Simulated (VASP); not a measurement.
Input of a VASP 6.6.1 run:

The input INCAR:

```
PREC     = Accurate       # precision mode
ENCUT    = 520            # plane-wave cutoff, eV
EDIFF    = 1E-7           # SCF threshold, eV
ISMEAR   = -1             # smearing method
SIGMA    = 0.05           # smearing width, eV
LREAL    = False          # projectors in reciprocal space
LASPH    = True           # aspherical terms in the spheres
NELM     = 100            # most SCF steps
ALGO     = Normal         # electronic algorithm
ISIF     = 2              # what is computed and relaxed
LWAVE    = False          # write WAVECAR
LCHARG   = False          # write CHGCAR
GGA      = RE             # functional
IVDW     = 13             # dispersion correction
NBANDS   = 16             # bands
```

Contents of KPOINTS:

```
regular mesh
0
Gamma
  8 8 8
```

File POSCAR:

```
CuI
1.0
    0.0000000000      2.9773894969      2.9773894969
    2.9773894969      0.0000000000      2.9773894969
    2.9773894969      2.9773894969      0.0000000000
I Cu
1 1
Direct
    0.0000000000      0.0000000000      0.0000000000
    0.7500000000      0.7500000000      0.7500000000
```

Potentials or basis: VASP PAW PBE potentials, release 64 (I, Cu).

Command:

```console
$ cat potpaw_PBE.64/I/POTCAR potpaw_PBE.64/Cu/POTCAR > POTCAR
$ mpirun -np 1 vasp_std > vasp.out
```

(1) What does it give for the pressure?

(2) Predict the band gap on the k mesh.

(3) Predict the dispersion energy per atom.

Results:

(1) 0.1 GPa.

(2) 1.39 eV.

(3) -0.643 eV.

Caveat: the PAW data sets were made with another functional, which shifts forces and pressure a little; spin-orbit coupling is left out, which moves the levels of the heavy elements.
